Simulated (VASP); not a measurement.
## PbO: single point with PBEsol

Crystal: PbO.

```
Pb O
1.0
     3.17937    0.00000    0.00000
     0.00000    3.17937    0.00000
     0.00000    0.00000    3.17937
Pb O
1 1
Cartesian
  0.0000 0.0000 0.0000
  1.5897 1.5897 1.5897
```

| Property | Result |
| --- | --- |
| Program | VASP 6.6.1 |
| Task | single point |
| Functional | PBEsol |
| Potentials or basis | VASP PAW PBE potentials, release 64 (Pb_d, O) |
| Cutoff | 600 eV |
| k mesh | 3 × 3 × 3 |
| Occupations | gaussian, width 0.01 eV |
| Spin | no spin polarisation |

```yaml
Pressure: -2.5 GPa
Band_gap_on_the_k_mesh: 3.41 eV, indirect (least direct gap 3.57 eV)
```

Levels at points of the mesh, in eV from the valence-band top:
```csv
k point,band 6,band 7,band 8,band 9,band 10,band 11,band 12,band 13,band 14,band 15
"(0.00, 0.00, 0.00)",-14.97,-7.28,-0.77,-0.77,-0.77,9.69,9.69,9.69,10.73,10.73
```

Wall time 6 s on 1 thread of Intel Xeon 8259CL, with other jobs on the host, peak memory 0.15 GiB.

Caveat: the k points lie up to 0.66 Å⁻¹ apart; the PAW data sets were made with another functional, which shifts forces and pressure a little; spin-orbit coupling is left out, which moves the levels of the heavy elements. A k mesh can miss the band edges.
